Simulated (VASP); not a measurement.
# Zr5Sn4Au7 (P1) in VASP: further runs

Runs on Zr5Sn4Au7. Level: PBEsol. Tasks: single point.

Program: VASP 6.6.1. These are calculated values, not measurements. Logs are shortened: lines on timing, memory, paths and dates and some standing lists are left out, and cuts for length are marked.

**1. The cell of the first run**

The typed cell holds 16 atoms: a = 6.039 Å, b = 6.070 Å, c = 9.888 Å, α = 98.16°, β = 81.24°, γ = 118.79°.

**2. Single point, PBEsol**

INCAR

```
SYSTEM = Zr5Sn4Au7
PREC = Accurate ; ENCUT = 500
EDIFF = 1E-6 ; ISMEAR = 0
SIGMA = 0.1 ; LREAL = .False.
LASPH = .True. ; NELM = 120
ALGO = Normal ; ISIF = 2
LWAVE = .False. ; LCHARG = .False.
GGA = PS ; NBANDS = 110
GGA_COMPAT = .False. ; KPAR = 4
```

KPOINTS

```
Automatic mesh
0
Gamma
  6 6 4
  0 0 0
```

POSCAR

```
Zr5Sn4Au7
1.0
    3.0655310000     -5.1818610000      0.4680220000
    3.0993580000      5.2009320000     -0.4383140000
    0.0479080000     -0.8358510000      9.8526590000
Zr Sn Au
5 4 7
Direct
    0.3607657098      0.8898297754      0.1184832958
    0.4446767601      0.8386819969      0.6334838591
    0.1287066614      0.1024737608      0.3944414213
    0.0535552677      0.1788329572      0.8645785135
    0.6439224907      0.5960239134      0.3608005025
    0.3606351738      0.3855093189      0.1138577687
    0.4650087174      0.3462923323      0.6297162633
    0.8625358722      0.8907990117      0.1187097743
    0.1390989263      0.6071946783      0.3846776476
    0.8675393086      0.3745209243      0.1161132170
    0.9325226536      0.3072088178      0.6355309510
    0.9392486036      0.8145903413      0.6273660384
    0.6446919518      0.1089820103      0.3757998865
    0.5613918105      0.1870796392      0.8791630730
    0.5486575836      0.6985800395      0.8678868079
    0.0577658528      0.6898715058      0.8737861836
```

Potentials or basis: VASP PAW PBE potentials, release 64 (Zr_sv, Sn_d, Au).

Command:

```bash
$ cat potpaw_PBE.64/Zr_sv/POTCAR potpaw_PBE.64/Sn_d/POTCAR potpaw_PBE.64/Au/POTCAR > POTCAR
$ mpirun -np 4 vasp_std > vasp.out
```

OUTCAR:

```text
SYSTEM = Zr5Sn4Au7
   PREC = Accurate
   ENCUT = 500
   EDIFF = 1E-6
   ISMEAR = 0
   LREAL = .False.
   LASPH = .True.
   NELM = 120
   ISIF = 2
   GGA = PS

 ion  position               nearest neighbor table
   1  0.361  0.890  0.118-  15 2.89  14 2.93  16 3.01   8 3.01   6 3.02   8 3.03   6 3.05  10 3.06
                            13 3.06   9 3.11  10 3.11   3 3.26
   2  0.445  0.839  0.633-  15 2.83  14 2.92  11 2.95  16 2.97  12 2.99  13 3.00   7 3.03   7 3.04
                            12 3.05   9 3.06  11 3.22   5 3.24
   3  0.129  0.102  0.394-  12 2.84  11 2.89  13 2.98   9 3.02   7 3.05   9 3.05  13 3.07   5 3.08
                             5 3.12   8 3.17   6 3.23   1 3.26
   4  0.054  0.179  0.865-  11 2.80  12 2.90  10 2.91  14 2.98  16 2.99   7 3.01   8 3.02  15 3.04
                             6 3.06  14 3.07  16 3.08  15 3.13
   5  0.644  0.596  0.361-   8 2.94   6 2.97  13 2.98   9 3.00   7 3.04  10 3.05   9 3.05   3 3.08
                            13 3.09   3 3.12  12 3.17   2 3.24
   6  0.361  0.386  0.114-  14 2.84  10 2.94   5 2.97   1 3.02  15 3.03   1 3.05   4 3.06   8 3.06
                            10 3.10   8 3.11   9 3.22   3 3.23
   7  0.465  0.346  0.630-  15 2.88  12 2.91  11 2.95  14 3.00   4 3.01   2 3.03  13 3.03   5 3.04
                             2 3.04   3 3.05  11 3.10  12 3.26
   8  0.863  0.891  0.119-  16 2.90  10 2.93   5 2.94   1 3.01   4 3.02   1 3.03   6 3.06  15 3.10
                             6 3.11  13 3.11  10 3.15   3 3.17
   9  0.139  0.607  0.385-  12 2.92   5 3.00   3 3.02  11 3.03   3 3.05   5 3.05   2 3.06  13 3.06
                            13 3.11   1 3.11  10 3.13   6 3.22
  10  0.868  0.375  0.116-   4 2.91   8 2.93   6 2.94  14 2.96  13 3.01  16 3.01   5 3.05   1 3.06
                             6 3.10   1 3.11   9 3.13   8 3.15
  11  0.933  0.307  0.636-   4 2.80   3 2.89  14 2.94   2 2.95   7 2.95  16 2.97  12 3.00   9 3.03
                            12 3.07  13 3.09   7 3.10   2 3.22
  12  0.939  0.815  0.627-   3 2.84   4 2.90   7 2.91   9 2.92  16 2.93  15 2.98   2 2.99  11 3.00
                             2 3.05  11 3.07   5 3.17   7 3.26
  13  0.645  0.109  0.376-   3 2.98   5 2.98   2 3.00  10 3.01   7 3.03   1 3.06   9 3.06   3 3.07
                            11 3.09   5 3.09   9 3.11   8 3.11
  14  0.561  0.187  0.879-   6 2.84   2 2.92  15 2.92   1 2.93  11 2.94  10 2.96   4 2.98   7 3.00
                             4 3.07  16 3.08  16 3.09  15 3.16
  15  0.549  0.699  0.868-   2 2.83   7 2.88   1 2.89  14 2.92  16 2.93  12 2.98   6 3.03   4 3.04
                             8 3.10  16 3.11   4 3.13  14 3.16
  16  0.058  0.690  0.874-   8 2.90  15 2.93  12 2.93   2 2.97  11 2.97   4 2.99   1 3.01  10 3.01
                             4 3.08  14 3.08  14 3.09  15 3.11

  LATTYP: Found a triclinic cell.
 ALAT       =     6.0388913161
 B/A-ratio  =     2.5739728655
 C/A-ratio  =     1.0208811112
 COS(alpha) =     0.0020086484
 COS(beta)  =     0.5053421467
 COS(gamma) =     0.6734131502

  Lattice vectors:

 A1 = (  -3.0655310000,   5.1818610000,  -0.4680220000)
 A2 = (  -0.0140810000,  11.2186440000, -10.7589950000)
 A3 = (  -6.1648890000,  -0.0190710000,  -0.0297080000)

Analysis of symmetry for initial positions (statically):
=====================================================================
 Subroutine PRICEL returns:
 Original cell was already a primitive cell.

 Routine SETGRP: Setting up the symmetry group for a
 triclinic supercell.

 Subroutine GETGRP returns: Found  1 space group operations
 (whereof  1 operations were pure point group operations)
 out of a pool of  2 trial point group operations.

The static configuration has the point symmetry C_1 .

Analysis of symmetry for dynamics (positions and initial velocities):
=====================================================================
 Subroutine PRICEL returns:
 Original cell was already a primitive cell.

 Routine SETGRP: Setting up the symmetry group for a
 triclinic supercell.

 Subroutine GETGRP returns: Found  1 space group operations
 (whereof  1 operations were pure point group operations)
 out of a pool of  2 trial point group operations.

The dynamic configuration has the point symmetry C_1 .

 Subroutine INISYM returns: Found  1 space group operations
 (whereof  1 operations are pure point group operations),
 and found     1 'primitive' translations

----------------------------------------------------------------------------------------

                                     Primitive cell

  volume of cell :     312.9817

  direct lattice vectors                    reciprocal lattice vectors
     3.065531000 -5.181861000  0.468022000     0.162554677 -0.097634824 -0.009073270
     3.099358000  5.200932000 -0.438314000     0.161874984  0.096431218  0.007393641
     0.047908000 -0.835851000  9.852659000    -0.000520377  0.008927783  0.102255363

  length of vectors
[... 53 lines left out ...]

  Length of vectors
     0.031639860  0.031427675  0.025661420

  Shift w.r.t. Gamma in fractional coordinates (k-lattice)
     0.000000000  0.000000000  0.000000000

 Subroutine IBZKPT returns following result:
 ===========================================

 Found     76 irreducible k-points:

 Following reciprocal coordinates:
            Coordinates               Weight
  0.000000  0.000000  0.000000      1.000000
  0.166667  0.000000 -0.000000      2.000000
  0.333333  0.000000 -0.000000      2.000000
  0.500000  0.000000 -0.000000      1.000000
  0.000000  0.166667  0.000000      2.000000
  0.166667  0.166667  0.000000      2.000000
[... 16 lines left out ...]
  0.333333  0.000000  0.250000      2.000000
  0.500000  0.000000  0.250000      2.000000
 [... further k-points ...]
   k-points           NKPTS =     76   k-points in BZ     NKDIM =     76   number of bands    NBANDS=    110
   number of dos      NEDOS =    301   number of ions     NIONS =     16
   total plane-waves  NPLWV = 165888
   dimension x,y,z NGX =    48 NGY =   48 NGZ =   72
   dimension x,y,z NGXF=    96 NGYF=   96 NGZF=  144
   ions per type =               5   4   7
   NGX,Y,Z   is equivalent  to a cutoff of  13.21, 13.15, 12.11 a.u.
   NGXF,Y,Z  is equivalent  to a cutoff of  26.43, 26.29, 24.21 a.u.
 SYSTEM =  Zr5Sn4Au7
   PREC   = accura    normal or accurate (medium, high low for compatibility)
   ISTART =      0    job   : 0-new  1-cont  2-samecut
   ICHARG =      2    charge: 1-file 2-atom 10-const
   ISPIN  =      1    spin polarized calculation?
   LNONCOLLINEAR =      F non collinear calculations
   LSORBIT =      F    spin-orbit coupling
   LASPH  =      T    aspherical Exc in radial PAW
   ENCUT  =  500.0 eV  36.75 Ry    6.06 a.u.  11.01 11.07 18.03*2*pi/ulx,y,z
   NELM   =    120;   NELMIN=  2; NELMDL= -5     # of ELM steps
   EDIFF  = 0.1E-05   stopping-criterion for ELM
   LREAL  =      F    real-space projection
   EDIFFG = 0.1E-04   stopping-criterion for IOM
   NSW    =      0    number of steps for IOM
   IBRION =     -1    ionic relax: 0-MD 1-quasi-New 2-CG
   NFREE  =      0    steps in history (QN), initial steepest desc. (CG)
   ISIF   =      2    stress and relaxation
   ISYM   =      2    0-nonsym 1-usesym 2-fastsym
   POTIM  = 0.5000    time-step for ionic-motion
   TEBEG  =    0.0;   TEEND  =   0.0 temperature during run
   PSTRESS=    0.0 pullay stress
   NELECT =     193.0000    total number of electrons
   NUPDOWN=      -1.0000    fix difference up-down
   EMIN   =  10.00;   EMAX   =-10.00  energy-range for DOS
   EFERMI =   0.00;   METHOD = LEGACY
   ISMEAR =     0;   SIGMA  =   0.10  broadening in eV -4-tet -1-fermi 0-gaus
   EFERMI_NEDOS =   21; number of points for ismear=-14 and -15
   IALGO  =     38    algorithm
   IMIX   =      4    mixing-type and parameters
     AMIX     =   0.40;   BMIX     =  1.00
     AMIX_MAG =   1.60;   BMIX_MAG =  1.00
  volume/ion in A,a.u.               =      19.56       132.01
  Fermi-wavevector in a.u.,A,eV,Ry     =   1.393438  2.633216 26.418011  1.941669
  Thomas-Fermi vector in A             =   2.517084
   LORBIT       =      0    0 simple, 1 ext, 2 COOP (PROOUT), +10 PAW based schemes
   GGA     = PS    functional components
   LHFCALC =     F    Hartree Fock is set to
   AEXX    =    0.0000 exact exchange contribution
   IVDW    =     0    specifies the selected vdW correction
   LEPSILON=     F    determine dielectric tensor
   LRPA    =     F    only Hartree local field effects (RPA)
 non-spin polarized calculation
 Gauss-broadening in eV      SIGMA  =   0.10
  energy-cutoff  :      500.00
  volume of cell :      312.98
 maximum number of plane-waves:      7972
 NGX is ok and might be reduce to    48
   NGX = 23   NGY = 23   NGZ = 37

 number of electron     192.9999999 magnetization

 Free energy of the ion-electron system (eV)
  ---------------------------------------------------
  ext. energy  EPLUGINS =         0.00000000
  ---------------------------------------------------
  free energy    TOTEN  =       -97.35176729 eV

  energy without entropy =      -97.31019982  energy(sigma->0) =      -97.33098355

 E-fermi :  10.0926     XC(G=0): -12.0960

 val. band max:       10.0856218751   @ k =   0.1667   0.5000   0.0000
 cond. band min:      10.0958342805   @ k =   0.0000   0.5000   0.0000
 fundamental gap:      0.0102124054
 Fermi energy:        10.0925708803

 k-point     1 :       0.0000    0.0000    0.0000
  band No.  band energies     occupation
      1     -39.2116      2.00000
      2     -39.1938      2.00000
      3     -39.1729      2.00000
      4     -38.7839      2.00000
      5     -38.5503      2.00000
      6     -17.3345      2.00000
[... 2653 lines left out ...]
    107      11.9106      0.00000
    108      12.0130      0.00000

 [... further k-points ...]

 [bands above 108 left out]

------------------------ aborting loop because EDIFF is reached ----------------------------------------

  FORCE on cell =-STRESS in cart. coord.  units (eV):
  Direction    XX          YY          ZZ          XY          YZ          ZX
  --------------------------------------------------------------------------------------
  -------------------------------------------------------------------------------------
  Total       -0.2470769     -0.1483395     -0.3589667      0.3294642      0.0865579     -0.1225532
  in kB       -1.2648055     -0.7593610     -1.8375780      1.6865525      0.4430965     -0.6273589
  external PRESSURE =      -1.2872482 kB  Pullay stress =       0.0000000 kB

 VOLUME and BASIS-vectors are now :
 -----------------------------------------------------------------------------
  energy-cutoff  :      500.00
  volume of cell :      312.98
      direct lattice vectors                 reciprocal lattice vectors
     3.065531000 -5.181861000  0.468022000     0.162554677 -0.097634824 -0.009073270
     3.099358000  5.200932000 -0.438314000     0.161874984  0.096431218  0.007393641
     0.047908000 -0.835851000  9.852659000    -0.000520377  0.008927783  0.102255363

 POSITION                                       TOTAL-FORCE (eV/Angst)
 -----------------------------------------------------------------------------------
      3.86952      2.65947      0.94620         0.017246     -0.014730      0.010965
      3.99290      1.52818      6.08201         0.029658      0.048257     -0.015753
      0.73105     -0.46368      3.90162         0.003774      0.018958      0.010095
      0.75986     -0.07008      8.46508         0.011991     -0.015904      0.004732
      3.83854     -0.53841      3.59497        -0.018700     -0.013989      0.066497
      2.30582      0.04108      1.12161         0.000340      0.007046     -0.019598
[... 8 lines left out ...]
      3.88866      0.06478      8.50158        -0.013317      0.006461     -0.001835
      2.35710      2.55829      8.33377        -0.021884      0.001893     -0.024570
 -----------------------------------------------------------------------------------
    total drift:                                0.000211      0.000646     -0.000325

  FREE ENERGIE OF THE ION-ELECTRON SYSTEM (eV)
  ---------------------------------------------------
  free  energy   TOTEN  =       -97.3517672866 eV

  energy  without entropy=      -97.3101998226  energy(sigma->0) =      -97.33098355
```

Wall time 12 min (4 MPI ranks of Intel Xeon 6975P-C (Granite Rapids), shared host); peak memory 1.7 GiB.

Results:

```yaml
Free_energy: -97.3518 eV
Pressure: -0.1 GPa
Largest_force: 0.070 eV/Å
Band_gap_on_the_k_mesh: zero (an odd number of electrons rules out a gap without spin polarisation)
```

Forces in eV/Å, atoms in the order of the input:
```
Zr   0.017 -0.015  0.011
Zr   0.030  0.048 -0.016
Zr   0.004  0.019  0.010
Zr   0.012 -0.016  0.005
Zr  -0.019 -0.014  0.066
Sn   0.000  0.007 -0.020
Sn   0.000 -0.001 -0.011
Sn  -0.001  0.014 -0.015
Sn  -0.028 -0.001 -0.007
Au   0.004  0.012  0.009
Au   0.004 -0.005 -0.008
Au  -0.011 -0.024  0.003
Au  -0.001 -0.020 -0.009
Au   0.024 -0.014  0.007
Au  -0.013  0.006 -0.002
Au  -0.022  0.002 -0.025
```

Levels at points of the mesh, in eV from the Fermi level:
```
           k point  band 92  band 93  band 94  band 95  band 96  band 97  band 98  band 99  band 100  band 101
(0.00, 0.00, 0.00)    -1.05    -0.91    -0.74    -0.70    -0.63    -0.32    -0.17     0.15      0.77      0.97
(0.50, 0.00, 0.00)    -0.85    -0.75    -0.57    -0.35    -0.15     0.01     0.26     0.60      0.78      0.93
(0.00, 0.50, 0.00)    -0.89    -0.48    -0.32    -0.29    -0.19     0.00     0.18     0.42      0.91      1.05
(0.50, 0.50, 0.00)    -0.95    -0.84    -0.47    -0.39    -0.21    -0.12     0.02     0.57      0.83      1.04
(0.00, 0.00, 0.50)    -1.02    -0.93    -0.72    -0.50    -0.31    -0.17    -0.10     0.05      0.33      1.12
(0.50, 0.00, 0.50)    -0.84    -0.71    -0.53    -0.25    -0.16    -0.02     0.43     0.51      0.81      1.05
(0.00, 0.50, 0.50)    -0.91    -0.46    -0.43    -0.15    -0.08     0.03     0.26     0.38      0.83      1.06
(0.50, 0.50, 0.50)    -1.27    -0.74    -0.63    -0.22    -0.11     0.15     0.24     0.68      0.88      0.99
```

Caveat: the PAW data sets were made with another functional, which shifts forces and pressure a little; spin-orbit coupling is left out, which moves the levels of the heavy elements.

**3. Single point, PBEsol**

This run uses another cell than the first one, of 19.69 Å³/atom.

INCAR

```
ALGO     = Normal         # electronic algorithm
EDIFF    = 1E-6           # SCF threshold, eV
ENCUT    = 500            # plane-wave cutoff, eV
GGA      = PS             # functional
GGA_COMPAT= F            
ISIF     = 2              # what is computed and relaxed
ISMEAR   = 0              # smearing method
KPAR     = 4            
LASPH    = T              # aspherical terms in the spheres
LCHARG   = T              # write CHGCAR
LREAL    = F              # projectors in reciprocal space
LVHAR    = T            
LWAVE    = F              # write WAVECAR
NBANDS   = 110            # bands
NELM     = 120            # most SCF steps
PREC     = Accurate       # precision mode
SIGMA    = 0.1            # smearing width, eV
```

KPOINTS

```
k-points
0
Gamma
  6 6 4
```

POSCAR

```
Zr5Sn4Au7
1.0
    3.1370430000     -5.4700020000     -0.0532360000
    2.8273060000      5.2920430000      0.1016650000
    0.0761940000      0.1422360000      9.8263520000
Zr Sn Au
5 4 7
Direct
    0.3625715679      0.2313496039      0.6159398159
    0.8349265814      0.1581364288      0.5973242814
    0.3621854960      0.7505879334      0.1357212979
    0.6563920653      0.7985557300      0.8842611113
    0.0713070483      0.6562535393      0.3936346175
    0.3170219821      0.7014764196      0.6531842405
    0.8867644084      0.7789452576      0.1450116209
    0.5628088079      0.1690695423      0.3443544374
    0.6840076995      0.3106958807      0.8685298618
    0.4064103158      0.3117212216      0.0898205373
    0.8751272636      0.2466286352      0.1222910514
    0.8707784318      0.7028955974      0.6479875712
    0.1531839863      0.2368277397      0.3525103871
    0.1358507158      0.3281874596      0.8625326174
    0.6256651979      0.7252406294      0.4063207835
    0.1702517992      0.8717936480      0.8951984361
```

Potentials or basis: VASP PAW PBE potentials, release 64 (Zr_sv, Sn_d, Au).

Command:

```bash
$ cat potpaw_PBE.64/Zr_sv/POTCAR potpaw_PBE.64/Sn_d/POTCAR potpaw_PBE.64/Au/POTCAR > POTCAR
$ mpirun -np 4 vasp_std > vasp.out
```

It took 27 min on 4 MPI ranks of Intel Xeon Platinum 8259CL at 2.50GHz (Skylake/Cascade Lake), shared host; peak memory 1.7 GiB.

It converged, with:

| Quantity | Value |
| --- | --- |
| Free energy | -96.5023 eV |
| Pressure | 0.0 GPa |
| Largest force | 0.068 eV/Å |
| Band gap on the k mesh | zero (an odd number of electrons rules out a gap without spin polarisation) |

Forces on the atoms (eV/Å):
```
Zr  -0.006  0.038 -0.018
Zr   0.042 -0.032  0.041
Zr   0.018 -0.010 -0.022
Zr   0.016  0.035 -0.057
Zr   0.012  0.019  0.039
Sn  -0.016 -0.008  0.018
Sn   0.008 -0.010  0.014
Sn  -0.018 -0.001 -0.030
Sn   0.009 -0.014  0.016
Au  -0.015 -0.005  0.048
Au   0.006 -0.002 -0.023
Au  -0.016 -0.005  0.009
Au  -0.008  0.019 -0.019
Au  -0.015  0.010 -0.016
Au  -0.027 -0.004 -0.019
Au   0.008 -0.030  0.017
```

Stress tensor (GPa, compression positive):
```
-0.22  0.08  0.05
 0.08  0.02  0.00
 0.05  0.00  0.10
```

Levels at points of the mesh, in eV from the Fermi level:
```
           k point  band 94  band 95  band 96  band 97  band 98  band 99
(0.00, 0.00, 0.00)    -0.64    -0.58    -0.45    -0.34    -0.18     0.29
(0.50, 0.00, 0.00)    -0.52    -0.41    -0.15    -0.14     0.17     0.43
(0.00, 0.50, 0.00)    -0.36    -0.25    -0.18    -0.04     0.00     0.36
(0.50, 0.50, 0.00)    -0.39    -0.06    -0.01     0.22     0.44     0.53
(0.00, 0.00, 0.50)    -0.72    -0.53    -0.33    -0.24    -0.05     0.10
(0.50, 0.00, 0.50)    -0.40    -0.27    -0.24    -0.06     0.22     0.57
(0.00, 0.50, 0.50)    -0.65    -0.33    -0.08     0.05     0.12     0.40
(0.50, 0.50, 0.50)    -0.38    -0.16     0.02     0.15     0.35     0.69
```

Caveat: the PAW data sets were made with another functional, which shifts forces and pressure a little; spin-orbit coupling is left out, which moves the levels of the heavy elements.
